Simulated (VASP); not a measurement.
# ZnS (F-43m) in VASP: further runs

ZnS is run at these levels: PBE; tasks: single point.

Everything below comes from runs of VASP 6.6.1. Logs are shortened: lines on timing, memory, paths and dates and some standing lists are left out, and cuts for length are marked.

**The experiment to reproduce.**

From “Electronic, vibrational, and thermodynamic properties of ZnS (zincblende and rocksalt structure)”, 2009, arxiv:0911.5022, for a bulk crystal of ZnS at 19 K: band gap 3.85 eV (direct).

The runs below are set against these values where they give the same quantity.

**1. The cell of the first run**

Symmetry: F-43m, No. 216, cubic system. Conventional cell: a = 5.404 Å, b = 5.404 Å, c = 5.404 Å, α = 90.00°, β = 90.00°, γ = 90.00°. Within 3.1 Å of Zn (site symmetry -43m) lie 4 S at 2.34 Å. Within 3.1 Å of S (site symmetry -43m) lie 4 Zn at 2.34 Å.

**2. Single point, PBE**

File INCAR:

```
  ALGO = Normal
  EDIFF = 1E-6
  ENCUT = 520
  GGA = PE
  ISIF = 2
  ISMEAR = 0
  LASPH = T
  LCHARG = F
  LREAL = F
  LWAVE = F
  NBANDS = 16
  NELM = 100
  PREC = Accurate
  SIGMA = 0.015
```

File KPOINTS:

```
k-points
0
Gamma
  9 9 9
```

File POSCAR:

```
ZnS
1.0
    0.0000000000      2.7020000000      2.7020000000
    2.7020000000      0.0000000000      2.7020000000
    2.7020000000      2.7020000000      0.0000000000
Zn S
1 1
Direct
    0.7500000000      0.7500000000      0.7500000000
    0.0000000000      0.0000000000      0.0000000000
```

Potentials or basis: VASP PAW PBE potentials, release 64 (Zn, S).

Started as:

```sh
$ cat potpaw_PBE.64/Zn/POTCAR potpaw_PBE.64/S/POTCAR > POTCAR
$ mpirun -np 1 vasp_std > vasp.out
```

OUTCAR:

```text
EDIFF = 1E-6
   ENCUT = 520
   GGA = PE
   ISIF = 2
   ISMEAR = 0
   LASPH = T
   LREAL = F
   NELM = 100
   PREC = Accurate

 ion  position               nearest neighbor table
   1  0.750  0.750  0.750-   2 2.34   2 2.34   2 2.34   2 2.34
   2  0.000  0.000  0.000-   1 2.34   1 2.34   1 2.34   1 2.34

  LATTYP: Found a face centered cubic cell.
 ALAT       =     5.4040000000

  Lattice vectors:

 A1 = (   0.0000000000,   2.7020000000,   2.7020000000)
 A2 = (   2.7020000000,   0.0000000000,   2.7020000000)
 A3 = (   2.7020000000,   2.7020000000,   0.0000000000)

Analysis of symmetry for initial positions (statically):
=====================================================================
 Subroutine PRICEL returns:
 Original cell was already a primitive cell.

 Routine SETGRP: Setting up the symmetry group for a
 face centered cubic supercell.

 Subroutine GETGRP returns: Found 24 space group operations
 (whereof 24 operations were pure point group operations)
 out of a pool of 48 trial point group operations.

The static configuration has the point symmetry T_d .

Analysis of symmetry for dynamics (positions and initial velocities):
=====================================================================
 Subroutine PRICEL returns:
 Original cell was already a primitive cell.

 Routine SETGRP: Setting up the symmetry group for a
 face centered cubic supercell.

 Subroutine GETGRP returns: Found 24 space group operations
 (whereof 24 operations were pure point group operations)
 out of a pool of 48 trial point group operations.

The dynamic configuration has the point symmetry T_d .

 Subroutine INISYM returns: Found 24 space group operations
 (whereof 24 operations are pure point group operations),
 and found     1 'primitive' translations

----------------------------------------------------------------------------------------

                                     Primitive cell

  volume of cell :      39.4535

  direct lattice vectors                    reciprocal lattice vectors
     0.000000000  2.702000000  2.702000000    -0.185048113  0.185048113  0.185048113
     2.702000000  0.000000000  2.702000000     0.185048113 -0.185048113  0.185048113
     2.702000000  2.702000000  0.000000000     0.185048113  0.185048113 -0.185048113

  length of vectors
     3.821205046  3.821205046  3.821205046     0.320512733  0.320512733  0.320512733

  position of ions in fractional coordinates (direct lattice)
     0.750000000  0.750000000  0.750000000
     0.000000000  0.000000000  0.000000000

  ion indices of the primitive-cell ions
   primitive index   ion index
                 1           1
                 2           2

----------------------------------------------------------------------------------------

 KPOINTS: k-points

Automatic generation of k-mesh.
 Grid dimensions read from file:
 generate k-points for:    9    9    9

 Generating k-lattice:

  Cartesian coordinates                     Fractional coordinates (reciprocal lattice)
    -0.020560901  0.020560901  0.020560901     0.111111111  0.000000000  0.000000000
     0.020560901 -0.020560901  0.020560901     0.000000000  0.111111111  0.000000000
     0.020560901  0.020560901 -0.020560901     0.000000000  0.000000000  0.111111111

  Length of vectors
     0.035612526  0.035612526  0.035612526

  Shift w.r.t. Gamma in fractional coordinates (k-lattice)
     0.000000000  0.000000000  0.000000000

 Subroutine IBZKPT returns following result:
 ===========================================

 Found     35 irreducible k-points:

 Following reciprocal coordinates:
            Coordinates               Weight
  0.000000  0.000000  0.000000      1.000000
  0.111111  0.000000  0.000000      8.000000
  0.222222  0.000000  0.000000      8.000000
  0.333333  0.000000  0.000000      8.000000
  0.444444  0.000000  0.000000      8.000000
  0.111111  0.111111  0.000000      6.000000
[... 16 lines left out ...]
 -0.333333  0.333333  0.000000     12.000000
  0.444444  0.444444  0.000000      6.000000
 [... further k-points ...]
   k-points           NKPTS =     35   k-points in BZ     NKDIM =     35   number of bands    NBANDS=     16
   number of dos      NEDOS =    301   number of ions     NIONS =      2
   total plane-waves  NPLWV =  21952
   dimension x,y,z NGX =    28 NGY =   28 NGZ =   28
   dimension x,y,z NGXF=    56 NGYF=   56 NGZF=   56
   ions per type =               1   1
   NGX,Y,Z   is equivalent  to a cutoff of  12.18, 12.18, 12.18 a.u.
   NGXF,Y,Z  is equivalent  to a cutoff of  24.36, 24.36, 24.36 a.u.
 SYSTEM =  unknown system
   PREC   = accura    normal or accurate (medium, high low for compatibility)
   ISTART =      0    job   : 0-new  1-cont  2-samecut
   ICHARG =      2    charge: 1-file 2-atom 10-const
   ISPIN  =      1    spin polarized calculation?
   LNONCOLLINEAR =      F non collinear calculations
   LSORBIT =      F    spin-orbit coupling
   LASPH  =      T    aspherical Exc in radial PAW
   ENCUT  =  520.0 eV  38.22 Ry    6.18 a.u.   7.10  7.10  7.10*2*pi/ulx,y,z
   NELM   =    100;   NELMIN=  2; NELMDL= -5     # of ELM steps
   EDIFF  = 0.1E-05   stopping-criterion for ELM
   LREAL  =      F    real-space projection
   EDIFFG = 0.1E-04   stopping-criterion for IOM
   NSW    =      0    number of steps for IOM
   IBRION =     -1    ionic relax: 0-MD 1-quasi-New 2-CG
   NFREE  =      0    steps in history (QN), initial steepest desc. (CG)
   ISIF   =      2    stress and relaxation
   ISYM   =      2    0-nonsym 1-usesym 2-fastsym
   POTIM  = 0.5000    time-step for ionic-motion
   TEBEG  =    0.0;   TEEND  =   0.0 temperature during run
   PSTRESS=    0.0 pullay stress
   NELECT =      18.0000    total number of electrons
   NUPDOWN=      -1.0000    fix difference up-down
   EMIN   =  10.00;   EMAX   =-10.00  energy-range for DOS
   EFERMI =   0.00;   METHOD = LEGACY
   ISMEAR =     0;   SIGMA  =   0.01  broadening in eV -4-tet -1-fermi 0-gaus
   EFERMI_NEDOS =   21; number of points for ismear=-14 and -15
   IALGO  =     38    algorithm
   IMIX   =      4    mixing-type and parameters
     AMIX     =   0.40;   BMIX     =  1.00
     AMIX_MAG =   1.60;   BMIX_MAG =  1.00
  volume/ion in A,a.u.               =      19.73       133.12
  Fermi-wavevector in a.u.,A,eV,Ry     =   1.260290  2.381602 21.610537  1.588330
  Thomas-Fermi vector in A             =   2.393807
   LORBIT       =      0    0 simple, 1 ext, 2 COOP (PROOUT), +10 PAW based schemes
   GGA     = PE    functional components
   LHFCALC =     F    Hartree Fock is set to
   AEXX    =    0.0000 exact exchange contribution
   IVDW    =     0    specifies the selected vdW correction
   LEPSILON=     F    determine dielectric tensor
   LRPA    =     F    only Hartree local field effects (RPA)
 non-spin polarized calculation
 Gauss-broadening in eV      SIGMA  =   0.01
  energy-cutoff  :      520.00
  volume of cell :       39.45
 maximum number of plane-waves:      1073
   NGX = 15   NGY = 15   NGZ = 15

 number of electron      18.0000000 magnetization

 Free energy of the ion-electron system (eV)
  ---------------------------------------------------
  ext. energy  EPLUGINS =         0.00000000
  ---------------------------------------------------
  free energy    TOTEN  =        -6.84725757 eV

  energy without entropy =       -6.84725757  energy(sigma->0) =       -6.84725757

 E-fermi :   2.2299     XC(G=0):  -9.6303

 val. band max:        2.1067177803   @ k =   0.0000   0.0000   0.0000
 cond. band min:       4.2208762989   @ k =   0.0000   0.0000   0.0000
 fundamental gap:      2.1141585186
 Fermi energy:         2.2299433011

 k-point     1 :       0.0000    0.0000    0.0000
  band No.  band energies     occupation
      1     -11.0335      2.00000
      2      -4.2323      2.00000
      3      -4.2323      2.00000
      4      -4.2323      2.00000
      5      -3.7341      2.00000
      6      -3.7341      2.00000
[... 8 lines left out ...]
     15      13.8697      0.00000
     16      13.9774      0.00000

 k-point     2 :       0.1111    0.0000    0.0000
  band No.  band energies     occupation
      1     -10.9407      2.00000
      2      -4.2319      2.00000
      3      -4.2154      2.00000
      4      -4.2154      2.00000
      5      -3.7355      2.00000
      6      -3.7355      2.00000
[... 8 lines left out ...]
     15      13.3594      0.00000
     16      14.6638      0.00000

 k-point     3 :       0.2222    0.0000    0.0000
  band No.  band energies     occupation
      1     -10.6901      2.00000
      2      -4.2035      2.00000
      3      -4.1758      2.00000
      4      -4.1758      2.00000
      5      -3.7344      2.00000
      6      -3.7344      2.00000
[... 8 lines left out ...]
     15      13.0127      0.00000
     16      14.4899      0.00000

 k-point     4 :       0.3333    0.0000    0.0000
  band No.  band energies     occupation
      1     -10.3721      2.00000
      2      -4.1382      2.00000
      3      -4.1382      2.00000
      4      -4.0678      2.00000
      5      -3.7223      2.00000
      6      -3.7223      2.00000
[... 8 lines left out ...]
     15      13.6934      0.00000
     16      13.9745      0.00000

 k-point     5 :       0.4444    0.0000    0.0000
  band No.  band energies     occupation
      1     -10.1401      2.00000
      2      -4.1195      2.00000
      3      -4.1195      2.00000
      4      -3.7160      2.00000
      5      -3.7065      2.00000
      6      -3.7065      2.00000
[... 8 lines left out ...]
     15      15.1050      0.00000
     16      15.1050      0.00000

 k-point     6 :       0.1111    0.1111    0.0000
  band No.  band energies     occupation
      1     -10.9097      2.00000
      2      -4.2483      2.00000
      3      -4.2013      2.00000
      4      -4.2013      2.00000
      5      -3.7474      2.00000
      6      -3.7253      2.00000
[... 8 lines left out ...]
     15      14.0291      0.00000
     16      15.0288      0.00000
[... 267 lines left out ...]
 k-point    21 :       0.4444    0.3333    0.0000
  band No.  band energies     occupation
      1      -9.9542      2.00000
      2      -4.2347      2.00000
      3      -3.9535      2.00000
      4      -3.9400      2.00000
      5      -3.6729      2.00000
      6      -3.6455      2.00000
[... 8 lines left out ...]
     15      15.7674      0.00000
     16      17.4149      0.00000

 k-point    22 :      -0.4444    0.3333    0.0000
  band No.  band energies     occupation
      1      -9.8413      2.00000
      2      -4.1622      2.00000
      3      -3.9516      2.00000
      4      -3.8668      2.00000
      5      -3.6900      2.00000
      6      -3.4485      2.00000
[... 8 lines left out ...]
     15      15.1360      0.00000
     16      17.3225      0.00000

 k-point    23 :      -0.3333    0.3333    0.0000
  band No.  band energies     occupation
      1      -9.8730      2.00000
      2      -4.1231      2.00000
      3      -3.9900      2.00000
      4      -3.7925      2.00000
      5      -3.7190      2.00000
      6      -3.4551      2.00000
[... 8 lines left out ...]
     15      13.8023      0.00000
     16      18.6255      0.00000

 k-point    24 :       0.4444    0.4444    0.0000
  band No.  band energies     occupation
      1      -9.8395      2.00000
      2      -4.2619      2.00000
      3      -3.9033      2.00000
      4      -3.9033      2.00000
      5      -3.6609      2.00000
      6      -3.5772      2.00000
[... 8 lines left out ...]
     15      15.7285      0.00000
     16      17.1418      0.00000

 [... further k-points ...]
[... 5 lines left out ...]
  --------------------------------------------------------------------------------------
  -------------------------------------------------------------------------------------
  Total        0.4332156      0.4332156      0.4332156      0.0000000      0.0000000     -0.0000000
  in kB       17.5925435     17.5925435     17.5925435      0.0000000      0.0000000     -0.0000000
  external PRESSURE =      17.5925435 kB  Pullay stress =       0.0000000 kB

 VOLUME and BASIS-vectors are now :
 -----------------------------------------------------------------------------
  energy-cutoff  :      520.00
  volume of cell :       39.45
      direct lattice vectors                 reciprocal lattice vectors
     0.000000000  2.702000000  2.702000000    -0.185048113  0.185048113  0.185048113
     2.702000000  0.000000000  2.702000000     0.185048113 -0.185048113  0.185048113
     2.702000000  2.702000000  0.000000000     0.185048113  0.185048113 -0.185048113

 POSITION                                       TOTAL-FORCE (eV/Angst)
 -----------------------------------------------------------------------------------
      4.05300      4.05300      4.05300        -0.000000     -0.000000     -0.000000
      0.00000      0.00000      0.00000         0.000000      0.000000      0.000000
 -----------------------------------------------------------------------------------
    total drift:                                0.000001      0.000001      0.000001

  FREE ENERGIE OF THE ION-ELECTRON SYSTEM (eV)
  ---------------------------------------------------
  free  energy   TOTEN  =        -6.8472575740 eV

  energy  without entropy=       -6.8472575740  energy(sigma->0) =       -6.84725757
```

Run time: 39 s. Hardware: 1 thread of AMD EPYC 7R13, shared host; peak memory 0.13 GiB.

What came out:

```yaml
Free_energy: -6.8473 eV
Pressure: 1.8 GPa
Band_gap_on_the_k_mesh: 2.11 eV, direct
```

**3. Single point, PBE**

File INCAR:

```
PREC = Accurate ; ENCUT = 520
EDIFF = 1E-7 ; ISMEAR = 0
SIGMA = 0.016 ; LREAL = F
LASPH = T ; NELM = 60
ALGO = Normal ; ISIF = 2
LWAVE = F ; LCHARG = F
GGA = PE ; NBANDS = 16
```

File KPOINTS:

```
Automatic mesh
0
Gamma
  9 9 9
```

POSCAR is that of step 2.

Potentials or basis: VASP PAW PBE potentials, release 64 (Zn, S).

Started as:

```sh
$ cat potpaw_PBE.64/Zn/POTCAR potpaw_PBE.64/S/POTCAR > POTCAR
$ mpirun -np 1 vasp_std > vasp.out
```

Wall time 48 s (1 thread of AMD EPYC 7R13, shared host); peak memory 0.13 GiB.

It converged, with:

```yaml
Free_energy: -6.8473 eV
Pressure: 1.8 GPa
Band_gap_on_the_k_mesh: 2.11 eV, direct
```

Levels at points of the mesh, in eV from the valence-band top:
```csv
k point,band 7,band 8,band 9,band 10,band 11,band 12
"(0.00, 0.00, 0.00)",0.00,0.00,0.00,2.11,6.40,6.40
```

**4. Against experiment**

Step 2. Against the measured gap of ZnS, 3.85 eV (direct; 19 K; quoted in “Electronic, vibrational, and thermodynamic properties of ZnS (zincblende and rocksalt structure)”, 2009, arxiv:0911.5022), the calculated 2.11 eV is off by -1.74 eV. The value is that of PBE, without temperature or zero-point motion. Semilocal functionals fall short of measured gaps as a rule.

Step 3. Against the measured gap of ZnS, 3.85 eV (direct; 19 K; quoted in “Electronic, vibrational, and thermodynamic properties of ZnS (zincblende and rocksalt structure)”, 2009, arxiv:0911.5022), the calculated 2.11 eV is off by -1.74 eV. The value is that of PBE, without temperature or zero-point motion. Semilocal functionals fall short of measured gaps as a rule.
